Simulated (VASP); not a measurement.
# C (C2/m) in VASP: notebook

Runs on C. Level: PBE. Tasks: single point.

Program: VASP 6.6.1. These are calculated values, not measurements. Logs are shortened: lines on timing, memory, paths and dates and some standing lists are left out, and cuts for length are marked.

## (1) The cell of the first run

Symmetry: C2/m, No. 12, monoclinic system. Conventional cell: a = 4.270 Å, b = 2.465 Å, c = 3.922 Å, α = 90.00°, β = 98.86°, γ = 90.00°. Within 1.9 Å of C (site symmetry m) lie 3 C at 1.42 Å.

## (2) Single point, PBE (10.20 Å³/atom)

The input, INCAR:

```
PREC = Accurate
ENCUT = 520
EDIFF = 1E-6
ISMEAR = 0
SIGMA = 0.02
LREAL = False
LASPH = True
NELM = 100
ALGO = Normal
ISIF = 2
LWAVE = False
LCHARG = True
GGA = PE
LELF = True
LVHAR = True
NBANDS = 11
```

The input, KPOINTS:

```
Automatic mesh
0
Gamma
  12 12 8
```

The input, POSCAR:

```
C
1.0
    2.1327717172     -1.2325406900     -0.0971065214
    2.1327717172      1.2325406900     -0.0971065214
   -0.4274758127      0.0000000000      3.8990606188
C
2
Direct
    0.3333346839      0.3333346839      0.0000056261
    0.6666653161      0.6666653161      0.9999943739
```

Potentials or basis: VASP PAW PBE potentials, release 64 (C).

The run is started by

```bash
$ cat potpaw_PBE.64/C/POTCAR > POTCAR
$ mpirun -np 1 vasp_std > vasp.out
```

OUTCAR:

```text
PREC = Accurate
   ENCUT = 520
   EDIFF = 1E-6
   ISMEAR = 0
   LREAL = False
   LASPH = True
   NELM = 100
   ISIF = 2
   GGA = PE

 ion  position               nearest neighbor table
   1  0.333  0.333  0.000-   2 1.42   2 1.42   2 1.42
   2  0.667  0.667  1.000-   1 1.42   1 1.42   1 1.42

  LATTYP: Found a base centered monoclinic cell.
 ALAT       =     4.2699624702
 B/A-ratio  =     0.5773075050
 C/A-ratio  =     0.9186085196
 COS(beta)  =    -0.1540824088

  Lattice vectors:

 A1 = (   2.1327717172,  -1.2325406900,  -0.0971065214)
 A2 = (   2.1327717172,   1.2325406900,  -0.0971065214)
 A3 = (  -0.4274758127,   0.0000000000,   3.8990606188)

Analysis of symmetry for initial positions (statically):
=====================================================================
 Subroutine PRICEL returns:
 Original cell was already a primitive cell.

 Routine SETGRP: Setting up the symmetry group for a
 base centered monoclinic supercell.

 Subroutine GETGRP returns: Found  4 space group operations
 (whereof  4 operations were pure point group operations)
 out of a pool of  4 trial point group operations.

The static configuration has the point symmetry C_2h.

Analysis of symmetry for dynamics (positions and initial velocities):
=====================================================================
 Subroutine PRICEL returns:
 Original cell was already a primitive cell.

 Routine SETGRP: Setting up the symmetry group for a
 base centered monoclinic supercell.

 Subroutine GETGRP returns: Found  4 space group operations
 (whereof  4 operations were pure point group operations)
 out of a pool of  4 trial point group operations.

The dynamic configuration has the point symmetry C_2h.

 Subroutine INISYM returns: Found  4 space group operations
 (whereof  4 operations are pure point group operations),
 and found     1 'primitive' translations

----------------------------------------------------------------------------------------

                                     Primitive cell

  volume of cell :      20.3968

  direct lattice vectors                    reciprocal lattice vectors
     2.132771717 -1.232540690 -0.097106521     0.235612845 -0.405666120  0.025831553
     2.132771717  1.232540690 -0.097106521     0.235612845  0.405666120  0.025831553
    -0.427475813  0.000000000  3.899060619     0.011735926  0.000000000  0.257758707

  length of vectors
     2.465218332  2.465218332  3.922423904     0.469835805  0.469835805  0.258025741

  position of ions in fractional coordinates (direct lattice)
     0.333334684  0.333334684  0.000005626
     0.666665316  0.666665316  0.999994374

  ion indices of the primitive-cell ions
   primitive index   ion index
                 1           1
                 2           2

----------------------------------------------------------------------------------------

 KPOINTS: Automatic mesh

Automatic generation of k-mesh.
 Grid dimensions read from file:
 generate k-points for:   12   12    8

 Generating k-lattice:

  Cartesian coordinates                     Fractional coordinates (reciprocal lattice)
     0.019634404 -0.033805510  0.002152629     0.083333333  0.000000000 -0.000000000
     0.019634404  0.033805510  0.002152629     0.000000000  0.083333333 -0.000000000
     0.001466991  0.000000000  0.032219838     0.000000000  0.000000000  0.125000000

  Length of vectors
     0.039152984  0.039152984  0.032253218

  Shift w.r.t. Gamma in fractional coordinates (k-lattice)
     0.000000000  0.000000000  0.000000000

 Subroutine IBZKPT returns following result:
 ===========================================

 Found    320 irreducible k-points:

 Following reciprocal coordinates:
            Coordinates               Weight
  0.000000  0.000000  0.000000      1.000000
  0.083333  0.000000  0.000000      4.000000
  0.166667  0.000000 -0.000000      4.000000
  0.250000  0.000000  0.000000      4.000000
  0.333333  0.000000 -0.000000      4.000000
  0.416667  0.000000 -0.000000      4.000000
[... 16 lines left out ...]
  0.500000  0.166667 -0.000000      4.000000
 -0.416667  0.166667  0.000000      4.000000
 [... further k-points ...]
   k-points           NKPTS =    320   k-points in BZ     NKDIM =    320   number of bands    NBANDS=     11
   number of dos      NEDOS =    301   number of ions     NIONS =      2
   total plane-waves  NPLWV =   9720
   dimension x,y,z NGX =    18 NGY =   18 NGZ =   30
   dimension x,y,z NGXF=    36 NGYF=   36 NGZF=   60
   ions per type =               2
   NGX,Y,Z   is equivalent  to a cutoff of  12.14, 12.14, 12.72 a.u.
   NGXF,Y,Z  is equivalent  to a cutoff of  24.28, 24.28, 25.43 a.u.
 SYSTEM =  unknown system
   PREC   = accura    normal or accurate (medium, high low for compatibility)
   ISTART =      0    job   : 0-new  1-cont  2-samecut
   ICHARG =      2    charge: 1-file 2-atom 10-const
   ISPIN  =      1    spin polarized calculation?
   LNONCOLLINEAR =      F non collinear calculations
   LSORBIT =      F    spin-orbit coupling
   LASPH  =      T    aspherical Exc in radial PAW
   ENCUT  =  520.0 eV  38.22 Ry    6.18 a.u.   4.58  4.58  7.29*2*pi/ulx,y,z
   NELM   =    100;   NELMIN=  2; NELMDL= -5     # of ELM steps
   EDIFF  = 0.1E-05   stopping-criterion for ELM
   LREAL  =      F    real-space projection
   EDIFFG = 0.1E-04   stopping-criterion for IOM
   NSW    =      0    number of steps for IOM
   IBRION =     -1    ionic relax: 0-MD 1-quasi-New 2-CG
   NFREE  =      0    steps in history (QN), initial steepest desc. (CG)
   ISIF   =      2    stress and relaxation
   ISYM   =      2    0-nonsym 1-usesym 2-fastsym
   POTIM  = 0.5000    time-step for ionic-motion
   TEBEG  =    0.0;   TEEND  =   0.0 temperature during run
   PSTRESS=    0.0 pullay stress
   NELECT =       8.0000    total number of electrons
   NUPDOWN=      -1.0000    fix difference up-down
   EMIN   =  10.00;   EMAX   =-10.00  energy-range for DOS
   EFERMI =   0.00;   METHOD = LEGACY
   ISMEAR =     0;   SIGMA  =   0.02  broadening in eV -4-tet -1-fermi 0-gaus
   EFERMI_NEDOS =   21; number of points for ismear=-14 and -15
   IALGO  =     38    algorithm
   IMIX   =      4    mixing-type and parameters
     AMIX     =   0.40;   BMIX     =  1.00
     AMIX_MAG =   1.60;   BMIX_MAG =  1.00
  volume/ion in A,a.u.               =      10.20        68.82
  Fermi-wavevector in a.u.,A,eV,Ry     =   1.198351  2.264555 19.538582  1.436045
  Thomas-Fermi vector in A             =   2.334242
   LORBIT       =      0    0 simple, 1 ext, 2 COOP (PROOUT), +10 PAW based schemes
   GGA     = PE    functional components
   LHFCALC =     F    Hartree Fock is set to
   AEXX    =    0.0000 exact exchange contribution
   IVDW    =     0    specifies the selected vdW correction
   LEPSILON=     F    determine dielectric tensor
   LRPA    =     F    only Hartree local field effects (RPA)
 non-spin polarized calculation
 Gauss-broadening in eV      SIGMA  =   0.02
  energy-cutoff  :      520.00
  volume of cell :       20.40
 maximum number of plane-waves:       564
   NGX =  9   NGY =  9   NGZ = 15

 number of electron       7.9999998 magnetization

 Free energy of the ion-electron system (eV)
  ---------------------------------------------------
  ext. energy  EPLUGINS =         0.00000000
  ---------------------------------------------------
  free energy    TOTEN  =       -18.44432697 eV

  energy without entropy =      -18.44432692  energy(sigma->0) =      -18.44432694

 E-fermi :   3.5000     XC(G=0):  -9.3374

 val. band max:        3.4457037825   @ k =  -0.3333   0.3333   0.3750
 cond. band min:       3.5543027583   @ k =  -0.3333   0.3333   0.1250
 fundamental gap:      0.1085989757
 Fermi energy:         3.5000036424

 k-point     1 :       0.0000    0.0000    0.0000
  band No.  band energies     occupation
      1     -16.0658      2.00000
      2      -3.6570      2.00000
      3       0.4630      2.00000
      4       0.4647      2.00000
      5       6.9122      0.00000
      6      11.8145      0.00000
      7      11.8204      0.00000
      8      14.9661      0.00000
      9      16.0010      0.00000
     10      23.7487      0.00000
     11      25.9395      0.00000

 k-point     2 :       0.0833    0.0000    0.0000
  band No.  band energies     occupation
      1     -15.9009      2.00000
      2      -3.4661      2.00000
      3      -0.1890      2.00000
      4       0.1254      2.00000
      5       7.1263      0.00000
      6      11.8865      0.00000
      7      12.5148      0.00000
      8      14.4137      0.00000
      9      16.2982      0.00000
     10      23.6982      0.00000
     11      26.4213      0.00000

 k-point     3 :       0.1667    0.0000   -0.0000
  band No.  band energies     occupation
      1     -15.4084      2.00000
      2      -2.8989      2.00000
      3      -1.8310      2.00000
      4      -0.6677      2.00000
      5       7.7689      0.00000
      6      11.8396      0.00000
      7      12.9349      0.00000
      8      14.3583      0.00000
      9      17.2375      0.00000
     10      23.3453      0.00000
     11      27.1647      0.00000
[... 267 lines left out ...]
 k-point    23 :       0.5000    0.1667   -0.0000
  band No.  band energies     occupation
      1     -11.6137      2.00000
      2      -7.9221      2.00000
      3      -4.5511      2.00000
      4       1.1256      2.00000
      5       6.2633      0.00000
      6      12.8586      0.00000
      7      13.5419      0.00000
      8      16.6814      0.00000
      9      18.0161      0.00000
     10      21.1180      0.00000
     11      24.8574      0.00000

 k-point    24 :      -0.4167    0.1667    0.0000
  band No.  band energies     occupation
      1     -10.3787      2.00000
      2      -9.3581      2.00000
      3      -4.7364      2.00000
      4       1.9950      2.00000
      5       5.2320      0.00000
      6      13.3801      0.00000
      7      14.6967      0.00000
      8      15.1286      0.00000
      9      17.7855      0.00000
     10      21.9021      0.00000
     11      24.6124      0.00000

 [... further k-points ...]

------------------------ aborting loop because EDIFF is reached ----------------------------------------

  FORCE on cell =-STRESS in cart. coord.  units (eV):
  Direction    XX          YY          ZZ          XY          YZ          ZX
  --------------------------------------------------------------------------------------
  -------------------------------------------------------------------------------------
  Total        0.1452582      0.1491702      0.0656462      0.0000000      0.0000000     -0.0128345
  in kB       11.4100891     11.7173768      5.1565330      0.0000000      0.0000000     -1.0081553
  external PRESSURE =       9.4279996 kB  Pullay stress =       0.0000000 kB

 VOLUME and BASIS-vectors are now :
 -----------------------------------------------------------------------------
  energy-cutoff  :      520.00
  volume of cell :       20.40
      direct lattice vectors                 reciprocal lattice vectors
     2.132771717 -1.232540690 -0.097106521     0.235612845 -0.405666120  0.025831553
     2.132771717  1.232540690 -0.097106521     0.235612845  0.405666120  0.025831553
    -0.427475813  0.000000000  3.899060619     0.011735926  0.000000000  0.257758707

 POSITION                                       TOTAL-FORCE (eV/Angst)
 -----------------------------------------------------------------------------------
      1.42185      0.00000     -0.06472         0.000541      0.000000     -0.000035
      2.41622      0.00000      3.76956        -0.000541      0.000000      0.000035
 -----------------------------------------------------------------------------------
    total drift:                               -0.000000     -0.000000      0.000000

  FREE ENERGIE OF THE ION-ELECTRON SYSTEM (eV)
  ---------------------------------------------------
  free  energy   TOTEN  =       -18.4443269676 eV

  energy  without entropy=      -18.4443269183  energy(sigma->0) =      -18.44432694
```

It took 85 s on 1 thread of Intel Xeon 8259CL, shared host; peak memory 0.17 GiB.

What came out:

* Free energy: -18.4443 eV
* Pressure: 0.9 GPa
* Band gap on the k mesh: zero (bands 4 and 5 overlap by 0.34 eV)

Levels at points of the mesh, in eV from the Fermi level:
| k point | band 1 | band 2 | band 3 | band 4 | band 5 | band 6 | band 7 | band 8 |
| --- | --- | --- | --- | --- | --- | --- | --- | --- |
| (0.00, 0.00, 0.00) | -19.57 | -7.16 | -3.04 | -3.04 | 3.41 | 8.31 | 8.32 | 11.47 |
| (0.50, 0.00, 0.00) | -14.30 | -13.26 | -6.42 | -2.09 | 2.05 | 7.37 | 10.81 | 11.12 |
| (0.50, 0.50, 0.00) | -14.30 | -13.25 | -6.42 | -2.18 | 1.94 | 7.32 | 11.11 | 11.47 |
| (0.00, 0.00, 0.50) | -19.48 | -8.04 | -3.03 | -3.03 | 7.71 | 8.32 | 8.33 | 11.42 |
| (0.50, 0.00, 0.50) | -14.25 | -13.21 | -6.41 | -2.61 | 1.33 | 7.40 | 12.75 | 14.50 |
| (0.50, 0.50, 0.50) | -14.26 | -13.22 | -6.41 | -2.54 | 1.42 | 7.45 | 12.43 | 13.68 |

Caveat: this functional lacks dispersion, which binds layers or chains, so the pressure and a relaxed spacing across them are unreliable.

## (3) Single point, PBE (11.54 Å³/atom)

This run uses another cell than the first one, of 11.54 Å³/atom.

The input, INCAR:

```
ALGO = Normal
EDIFF = 1E-6
ENCUT = 520
GGA = PE
ISIF = 2
ISMEAR = 0
LASPH = True
LCHARG = True
LELF = True
LREAL = False
LVHAR = True
LWAVE = False
NBANDS = 11
NELM = 60
PREC = Accurate
SIGMA = 0.02
```

The input, KPOINTS:

```
k-points
0
Gamma
  12 12 8
```

The input, POSCAR:

```
C
1.0
    2.1361946412     -1.2333530246     -0.0162129821
    2.1361946412      1.2333530246     -0.0162129821
   -0.2699493514      0.0000000000      4.3833176491
C
2
Direct
    0.3333332919      0.3333332919      0.0000003993
    0.6666667081      0.6666667081      0.9999996007
```

Potentials or basis: VASP PAW PBE potentials, release 64 (C).

The run is started by

```bash
$ cat potpaw_PBE.64/C/POTCAR > POTCAR
$ mpirun -np 1 vasp_std > vasp.out
```

It took 97 s on 1 thread of Intel Xeon 8259CL, shared host; peak memory 0.18 GiB.

Results (log left out):

```
Free energy            : -18.4476 eV
Pressure               : 0.3 GPa
Band gap on the k mesh : zero (bands 4 and 5 overlap by 0.19 eV)
```

Stress tensor (GPa, compression positive):
```
 0.51  0.00 -0.01
 0.00  0.51  0.00
-0.01  0.00 -0.08
```

Levels at points of the mesh, in eV from the Fermi level:
```tsv
k point	band 2	band 3	band 4	band 5	band 6	band 7
(0.00, 0.00, 0.00)	-7.40	-3.04	-3.04	3.02	8.30	8.30
(0.50, 0.00, 0.00)	-13.24	-6.42	-2.24	1.87	7.34	10.54
(0.50, 0.50, 0.00)	-13.24	-6.42	-2.25	1.85	7.34	10.59
(0.00, 0.00, 0.50)	-7.81	-3.04	-3.04	6.09	8.30	8.31
(0.50, 0.00, 0.50)	-13.22	-6.42	-2.47	1.50	7.37	12.32
(0.50, 0.50, 0.50)	-13.22	-6.42	-2.46	1.51	7.38	12.24
```

Caveat: this functional lacks dispersion, which binds layers or chains, so the pressure and a relaxed spacing across them are unreliable.

The gap in the log of VASP goes by the Fermi energy; the results here count the filled bands.